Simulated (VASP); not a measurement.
A run of VASP 6.6.1:

POSCAR

```
Mn
1.0
    0.0000000000      1.7808964807      1.7808964807
    1.7808964807      0.0000000000      1.7808964807
    1.7808964807      1.7808964807      0.0000000000
Mn
1
Direct
    0.0000000000      0.0000000000      0.0000000000
```

File INCAR.step1:

```
PREC = Accurate
ENCUT = 520
ISMEAR = -1
SIGMA = 0.1
LREAL = F
LASPH = T
NELM = 100
NBANDS = 12
GGA = PE
ALGO = Normal
EDIFF = 1E-4
LWAVE = T
LCHARG = F
```

File INCAR.step2:

```
PREC = Accurate
ENCUT = 520
EDIFF = 1E-6
ISMEAR = -1
SIGMA = 0.1
LREAL = F
LASPH = T
NELM = 100
ALGO = Normal
ISIF = 2
LWAVE = F
LCHARG = T
METAGGA = R2SCAN
LMIXTAU = T
LELF = T
LVHAR = T
NBANDS = 12
ISTART = 1
```

Contents of KPOINTS:

```
regular mesh
0
Gamma
  17 17 17
```

Potentials or basis: VASP PAW PBE potentials, release 64 (Mn_pv).

Launch:

```bash
$ cat potpaw_PBE.64/Mn_pv/POTCAR > POTCAR
$ cp INCAR.step1 INCAR
$ mpirun -np 1 vasp_std > vasp.out
$ cp INCAR.step2 INCAR
$ mpirun -np 1 vasp_std > vasp.out
```

Hardware: 1 thread of AMD EPYC 7R43 64-Core Processor (Zen 3), with other jobs on the host.

**Question.** How long does it take, and how much memory?

**Answer.** It took 2.6 min on 1 thread of AMD EPYC 7R43 64-Core Processor (Zen 3) (shared host), peak memory 0.1 GiB. Counts: k points 165.
